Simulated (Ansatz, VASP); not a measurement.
# Hf2Ge3Ru: VASP beside Ansatz

Contents of INCAR:

```
PREC     = Accurate       # precision mode
ENCUT    = 600            # plane-wave cutoff, eV
EDIFF    = 1E-7           # SCF threshold, eV
ISMEAR   = 0              # smearing method
SIGMA    = 0.1            # smearing width, eV
LREAL    = False          # projectors in reciprocal space
LASPH    = True           # aspherical terms in the spheres
NELM     = 60             # most SCF steps
ALGO     = Normal         # electronic algorithm
ISIF     = 3              # what is computed and relaxed
LWAVE    = False          # write WAVECAR
LCHARG   = False          # write CHGCAR
GGA      = PE             # functional
IBRION   = 2              # ionic algorithm
NSW      = 100            # ionic steps
EDIFFG   = -0.01          # ionic threshold
```

KPOINTS

```
regular mesh
0
Gamma
  10 10 4
```

Contents of POSCAR:

```
Hf2Ge3Ru
1.0
    3.5216774155      0.0000000000      0.0000000000
    0.0000000000      3.5216774155      0.0000000000
    0.0000000000      0.0000000000      8.9441628807
Hf Ge Ru
2 3 1
Direct
    0.0000000000      0.5000000000      0.7529464630
    0.5000000000      0.0000000000      0.2470535370
    0.5000000000      0.5000000000      0.0000000000
    0.0000000000      0.5000000000      0.4227847863
    0.5000000000      0.0000000000      0.5772152137
    0.0000000000      0.0000000000      0.0000000000
```

Input for Ansatz:

```yaml
crystal:
  lattice:
    - [3.5216774155, 0.0, 0.0]
    - [0.0, 3.5216774155, 0.0]
    - [0.0, 0.0, 8.9441628807]
  atoms:
    - { symbol: Hf, position: [0.0, 0.5, 0.752946463] }
    - { symbol: Hf, position: [0.5, 0.0, 0.247053537] }
    - { symbol: Ge, position: [0.5, 0.5, 0.0] }
    - { symbol: Ge, position: [0.0, 0.5, 0.4227847863] }
    - { symbol: Ge, position: [0.5, 0.0, 0.5772152137] }
    - { symbol: Ru, position: [0.0, 0.0, 0.0] }
basis:
  ecutwfc: 420
kpoints:
  mp_grid: { grid: [10, 10, 4] }
hamiltonian:
  xc: pbe
scf:
  occupations: { method: gaussian, width: 0.1 }
output:
  forces: true
  stress: true
  eigenvalues: true
  write_density: true
  write_potential: true
  elf: true
  volumetric_format: npy
relax:
  adjacent_minimum: "off"
  f_tol: 0.01
  max_steps: 80
  cell: { stress_tol: 0.05 }
```

Change from the starting cell: species swapped into the Hf2CuSb3 type (P-4m2, No. 115).

Alike in both runs: task relaxation of cell and atoms; functional PBE; k mesh 10 × 10 × 4; occupations gaussian, width 0.1 eV; no spin polarisation.

|  | VASP | Ansatz |
| --- | --- | --- |
| version | VASP 6.6.1 | Ansatz 0.2.0 |
| potentials or method | VASP PAW PBE potentials, release 64 (Hf_pv, Ge_d, Ru_pv), cutoff 600 eV | scalar-relativistic, plane waves, PAW |
| valence electrons in the cell | 76 | 110 |

VASP gave:

* gap on the k mesh at the Fermi level, each at its own relaxed structure (eV): none
* relaxed volume (Å³/atom): 18.53
* relaxed cell length with the largest relative difference (Å): 8.848

Which values does Ansatz return?

gap on the k mesh at the Fermi level, each at its own relaxed structure (eV): none; relaxed volume (Å³/atom): 18.56; relaxed cell length with the largest relative difference (Å): 8.876.

A gap of «none» marks a metal or a gap that the smearing closes. VASP's potentials hold 76 valence electrons a cell and Ansatz's 110, so a difference there can come from the potentials and not from the codes.

Spin-orbit coupling is off throughout.
